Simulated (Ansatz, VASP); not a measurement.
**Two plane-wave programs on CO2**

```
C O
1.0
     4.97444    0.00000    0.00000
     0.00000    6.49167    0.00000
     0.00000    0.00000    5.99593
C O
4 8
Direct
  0.50000 0.84941 0.75000
  0.00000 0.34941 0.75000
  0.00000 0.65059 0.25000
  0.50000 0.15059 0.25000
  0.69530 0.14995 0.14148
  0.30470 0.14995 0.35852
  0.80470 0.64995 0.14148
  0.19530 0.35005 0.85852
  0.19530 0.64995 0.35852
  0.80470 0.35005 0.64148
  0.69530 0.85005 0.64148
  0.30470 0.85005 0.85852
```

Alike in both runs: functional PBE; dispersion D3(BJ); k mesh 4 × 4 × 4; occupations gaussian, width 0.02 eV; no spin polarisation.

Ansatz relaxed the structure, and its values are those at the end. VASP's run is a single point on that final structure, the one shown.

|  | VASP | Ansatz |
| --- | --- | --- |
| version | VASP 6.6.1 | Ansatz 0.2.0 |
| potentials or method | VASP PAW PBE potentials, release 64 (C, O), cutoff 520 eV | scalar-relativistic, plane waves, PAW |
| valence electrons in the cell | 64 | 64 |

Ansatz gave:

```
gap on the k mesh at the Fermi level (eV) : 6.56
least direct gap on the mesh (eV)         : 6.56
pressure (GPa)                            : 0.0
rms of the force components (eV/Å)        : 0.001
```

Task: Estimate VASP's values.

Result: gap on the k mesh at the Fermi level (eV): 6.54; least direct gap on the mesh (eV): 6.54; pressure (GPa): 1.4; rms of the force components (eV/Å): 0.299.

Noted on VASP's run: the standard files for N, O and F lose accuracy on very short bonds.
